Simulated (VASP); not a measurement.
# RbBr (Pmm2) in VASP: notebook, part 2 of 3

VASP 6.6.1. Earlier steps stand in the parts before.

## Step 3: Single point, PBEsol

INCAR reads:

```
ALGO = Normal
EDIFF = 1E-7
ENCUT = 520
GGA = PS
ISIF = 2
ISMEAR = 0
LASPH = True
LCHARG = False
LREAL = False
LWAVE = False
NBANDS = 15
NELM = 60
PREC = Accurate
SIGMA = 0.05
```

KPOINTS reads:

```
k-points
0
Gamma
  6 6 6
```

POSCAR reads:

```
RbBr
1.0
    4.1788423624      0.0000000000      0.0000000000
    0.0000000000      4.1788423624      0.0000000000
    0.0000000000      0.0000000000      4.0701688540
Rb Br
1 1
Direct
   -0.0793829626      0.0000000000      0.0000000000
    0.5849104822      0.5000000000      0.5000000000
```

Potentials or basis: VASP PAW PBE potentials, release 64 (Rb_sv, Br).

Command:

```
$ cat potpaw_PBE.64/Rb_sv/POTCAR potpaw_PBE.64/Br/POTCAR > POTCAR
$ mpirun -np 1 vasp_std > vasp.out
```

OUTCAR:

```text
EDIFF = 1E-7
   ENCUT = 520
   GGA = PS
   ISIF = 2
   ISMEAR = 0
   LASPH = True
   LREAL = False
   NELM = 60
   PREC = Accurate

 ion  position               nearest neighbor table
   1  0.921  0.000  0.000-   2 3.24   2 3.24   2 3.24   2 3.24   2 4.03   2 4.03   2 4.03   2 4.03

   2  0.585  0.500  0.500-   1 3.24   1 3.24   1 3.24   1 3.24   1 4.03   1 4.03   1 4.03   1 4.03

  LATTYP: Found a simple tetragonal cell.
 ALAT       =     4.1788423624
 C/A-ratio  =     0.9739943508

  Lattice vectors:

 A1 = (   4.1788423624,   0.0000000000,   0.0000000000)
 A2 = (   0.0000000000,   4.1788423624,   0.0000000000)
 A3 = (   0.0000000000,   0.0000000000,   4.0701688540)

Analysis of symmetry for initial positions (statically):
=====================================================================
 Subroutine PRICEL returns:
 Original cell was already a primitive cell.

 Routine SETGRP: Setting up the symmetry group for a
 simple tetragonal supercell.

 Subroutine GETGRP returns: Found  4 space group operations
 (whereof  4 operations were pure point group operations)
 out of a pool of 16 trial point group operations.

The static configuration has the point symmetry C_2v.

[... 167 lines left out ...]
 k-point     1 :       0.0000    0.0000    0.0000
  band No.  band energies     occupation
      1     -25.7445      2.00000
      2     -13.5370      2.00000
      3      -9.7825      2.00000
      4      -9.7547      2.00000
      5      -9.7438      2.00000
      6      -1.2115      2.00000
      7      -1.0919      2.00000
      8      -0.9657      2.00000
      9       3.0580      0.00000
     10       4.5360      0.00000
     11       5.5750      0.00000
     12       8.8041      0.00000
     13       9.3392      0.00000
     14       9.5509      0.00000
[... 401 lines left out ...]
      2     -13.5204      2.00000
      3      -9.8494      2.00000
      4      -9.8448      2.00000
      5      -9.6902      2.00000
      6      -1.6394      2.00000
      7      -1.3826      2.00000
      8      -1.3128      2.00000
      9       4.5600      0.00000
     10       5.6722      0.00000
     11       6.1129      0.00000
     12       7.8353      0.00000
     13       8.2688      0.00000
     14       9.1667      0.00000
     15      10.5307      0.00000

 [... further k-points ...]
[... 5 lines left out ...]
  --------------------------------------------------------------------------------------
  -------------------------------------------------------------------------------------
  Total        0.2335922      0.6966682      0.9699894      0.0000000      0.0000000      0.0000000
  in kB        5.2655589     15.7040672     21.8651859      0.0000000      0.0000000      0.0000000
  external PRESSURE =      14.2782707 kB  Pullay stress =       0.0000000 kB

 VOLUME and BASIS-vectors are now :
 -----------------------------------------------------------------------------
  energy-cutoff  :      520.00
  volume of cell :       71.08
      direct lattice vectors                 reciprocal lattice vectors
     4.178842362  0.000000000  0.000000000     0.239300723  0.000000000  0.000000000
     0.000000000  4.178842362  0.000000000     0.000000000  0.239300723  0.000000000
     0.000000000  0.000000000  4.070168854     0.000000000  0.000000000  0.245690053

 POSITION                                       TOTAL-FORCE (eV/Angst)
 -----------------------------------------------------------------------------------
      3.84711      0.00000      0.00000         0.484708      0.000000      0.000000
      2.44425      2.08942      2.03508        -0.484708      0.000000      0.000000
 -----------------------------------------------------------------------------------
    total drift:                               -0.000119     -0.000000      0.000000

  FREE ENERGIE OF THE ION-ELECTRON SYSTEM (eV)
  ---------------------------------------------------
  free  energy   TOTEN  =        -6.1337916587 eV

  energy  without entropy=       -6.1337916587  energy(sigma->0) =       -6.13379166
```

OSZICAR:

```text
N       E                     dE             d eps       ncg     rms          rms(c)
DAV:   1     0.772032637636E+02    0.77203E+02   -0.66655E+03  1920   0.916E+02
DAV:   2    -0.108498791625E+01   -0.78288E+02   -0.72595E+02  2653   0.168E+02
DAV:   3    -0.622111327071E+01   -0.51361E+01   -0.51159E+01  2829   0.431E+01
DAV:   4    -0.637677192334E+01   -0.15566E+00   -0.15564E+00  2662   0.585E+00
DAV:   5    -0.637802580881E+01   -0.12539E-02   -0.12539E-02  2754   0.503E-01    0.332E+00
DAV:   6    -0.616242420903E+01    0.21560E+00   -0.20569E-01  2501   0.250E+00    0.223E+00
DAV:   7    -0.612974889735E+01    0.32675E-01   -0.11975E-01  2606   0.195E+00    0.992E-01
DAV:   8    -0.613346916251E+01   -0.37203E-02   -0.13238E-02  2243   0.684E-01    0.102E-01
DAV:   9    -0.613359083451E+01   -0.12167E-03   -0.79432E-04  2734   0.163E-01    0.598E-02
DAV:  10    -0.613377811364E+01   -0.18728E-03   -0.23118E-04  2137   0.958E-02    0.129E-02
DAV:  11    -0.613378926685E+01   -0.11153E-04   -0.14958E-05  2700   0.253E-02    0.693E-03
DAV:  12    -0.613379137923E+01   -0.21124E-05   -0.33025E-06  2340   0.130E-02    0.220E-03
DAV:  13    -0.613379164328E+01   -0.26405E-06   -0.54090E-07  2711   0.439E-03    0.763E-04
DAV:  14    -0.613379165871E+01   -0.15428E-07   -0.36711E-08  1723   0.146E-03
   1 F= -.61337917E+01 E0= -.61337917E+01  d E =-.159912E-18
```

stdout:

```text
POSCAR found type information on POSCAR RbBr
 POSCAR found :  2 types and       2 ions
 scaLAPACK will be used
 -----------------------------------------------------------------------------
|                                                                             |
|                                                                             |
|     You enforced a specific xc type in the INCAR file but a different       |
|     I HOPE YOU KNOW WHAT YOU ARE DOING!                                     |
|                                                                             |
 -----------------------------------------------------------------------------

 LDA part: xc-table for (Slater+PW92), standard interpolation
 POSCAR, INCAR and KPOINTS ok, starting setup
 FFT: planning ... GRIDC
 FFT: planning ... GRID_SOFT
 FFT: planning ... GRID
 WAVECAR not read
 entering main loop
```

Wall time 21 s (1 thread of Intel Xeon 6975P-C (Granite Rapids), shared host); peak memory 0.22 GiB.

Results:

```
Free energy            : -6.1338 eV
Pressure               : 1.4 GPa
Largest force          : 0.485 eV/Å
Band gap on the k mesh : 3.98 eV, indirect (least direct gap 4.02 eV)
```

Forces on the atoms (eV/Å):
```
Rb   0.485  0.000  0.000
Br  -0.485  0.000  0.000
```

Caveat: the PAW data sets were made with another functional, which shifts forces and pressure a little. A k mesh can miss the band edges.

## Step 4: Single point, PBEsol

This run uses another cell than the first one, of 36.46 Å³/atom, 1.026 times its volume.

INCAR reads:

```
SYSTEM = RbBr
PREC = Accurate ; ENCUT = 520
EDIFF = 1E-6 ; ISMEAR = 0
SIGMA = 0.05 ; LREAL = .False.
LASPH = .True. ; NELM = 80
ALGO = Normal ; ISIF = 2
LWAVE = .False. ; LCHARG = .False.
GGA = PS ; NBANDS = 15
```

KPOINTS reads:

```
regular mesh
0
Gamma
  6 6 6
  0 0 0
```

POSCAR reads:

```
RbBr
1.0
    4.2329756082      0.0000000000      0.0000000000
    0.0000000000      4.2329756082      0.0000000000
    0.0000000000      0.0000000000      4.0701688540
Rb Br
1 1
Direct
   -0.0992287032      0.0000000000      0.0000000000
    0.6061381027      0.5000000000      0.5000000000
```

Potentials or basis: VASP PAW PBE potentials, release 64 (Rb_sv, Br).

Command:

```
$ cat potpaw_PBE.64/Rb_sv/POTCAR potpaw_PBE.64/Br/POTCAR > POTCAR
$ mpirun -np 1 vasp_std > vasp.out
```

OUTCAR:

```text
SYSTEM = RbBr
   PREC = Accurate
   ENCUT = 520
   EDIFF = 1E-6
   ISMEAR = 0
   LREAL = .False.
   LASPH = .True.
   NELM = 80
   ISIF = 2
   GGA = PS

 ion  position               nearest neighbor table
   1  0.901  0.000  0.000-   2 3.19   2 3.19   2 3.19   2 3.19   2 4.19   2 4.19   2 4.19   2 4.19

   2  0.606  0.500  0.500-   1 3.19   1 3.19   1 3.19   1 3.19   1 4.19   1 4.19   1 4.19   1 4.19

  LATTYP: Found a simple tetragonal cell.
 ALAT       =     4.2329756082
 C/A-ratio  =     0.9615384615

  Lattice vectors:

 A1 = (   4.2329756082,   0.0000000000,   0.0000000000)
 A2 = (   0.0000000000,   4.2329756082,   0.0000000000)
 A3 = (   0.0000000000,   0.0000000000,   4.0701688540)

Analysis of symmetry for initial positions (statically):
=====================================================================
 Subroutine PRICEL returns:
 Original cell was already a primitive cell.

 Routine SETGRP: Setting up the symmetry group for a
 simple tetragonal supercell.

 Subroutine GETGRP returns: Found  4 space group operations
 (whereof  4 operations were pure point group operations)
 out of a pool of 16 trial point group operations.

The static configuration has the point symmetry C_2v.

[... 168 lines left out ...]
  band No.  band energies     occupation
      1     -25.8391      2.00000
      2     -13.6515      2.00000
      3      -9.9028      2.00000
      4      -9.8610      2.00000
      5      -9.8567      2.00000
      6      -1.3882      2.00000
      7      -1.2461      2.00000
      8      -1.0692      2.00000
      9       2.8715      0.00000
     10       4.3957      0.00000
     11       5.9206      0.00000
     12       8.5032      0.00000
     13       9.1373      0.00000
     14       9.2508      0.00000
[... 401 lines left out ...]
      2     -13.6461      2.00000
      3      -9.9674      2.00000
      4      -9.9584      2.00000
      5      -9.7781      2.00000
      6      -1.7629      2.00000
      7      -1.5206      2.00000
      8      -1.4131      2.00000
      9       4.2839      0.00000
     10       5.5179      0.00000
     11       6.2009      0.00000
     12       7.6329      0.00000
     13       8.1072      0.00000
     14       8.9582      0.00000
     15      10.2579      0.00000

 [... further k-points ...]
[... 5 lines left out ...]
  --------------------------------------------------------------------------------------
  -------------------------------------------------------------------------------------
  Total        0.3102765      1.0347575      1.3977972      0.0000000      0.0000000      0.0000000
  in kB        6.8164067     22.7323960     30.7079480      0.0000000      0.0000000      0.0000000
  external PRESSURE =      20.0855836 kB  Pullay stress =       0.0000000 kB

 VOLUME and BASIS-vectors are now :
 -----------------------------------------------------------------------------
  energy-cutoff  :      520.00
  volume of cell :       72.93
      direct lattice vectors                 reciprocal lattice vectors
     4.232975608  0.000000000  0.000000000     0.236240435  0.000000000  0.000000000
     0.000000000  4.232975608  0.000000000     0.000000000  0.236240435  0.000000000
     0.000000000  0.000000000  4.070168854     0.000000000  0.000000000  0.245690053

 POSITION                                       TOTAL-FORCE (eV/Angst)
 -----------------------------------------------------------------------------------
      3.81294      0.00000      0.00000         0.544667      0.000000      0.000000
      2.56577      2.11649      2.03508        -0.544667      0.000000      0.000000
 -----------------------------------------------------------------------------------
    total drift:                                0.000192      0.000000     -0.000001

  FREE ENERGIE OF THE ION-ELECTRON SYSTEM (eV)
  ---------------------------------------------------
  free  energy   TOTEN  =        -6.0591620383 eV

  energy  without entropy=       -6.0591620383  energy(sigma->0) =       -6.05916204
```

Run time: 19 s. Hardware: 1 thread of Intel Xeon 6975P-C (Granite Rapids), shared host; peak memory 0.22 GiB.

Results:

```
Free energy            : -6.0592 eV
Pressure               : 2.0 GPa
Largest force          : 0.545 eV/Å
Band gap on the k mesh : 3.90 eV, indirect (least direct gap 3.94 eV)
```

Forces in eV/Å, atoms in the order of the input:
```
Rb   0.545  0.000  0.000
Br  -0.545  0.000  0.000
```

Caveat: the PAW data sets were made with another functional, which shifts forces and pressure a little. A hybrid or GW would open this gap; PBEsol tends to underestimate it.

[end of part 2 of 3]
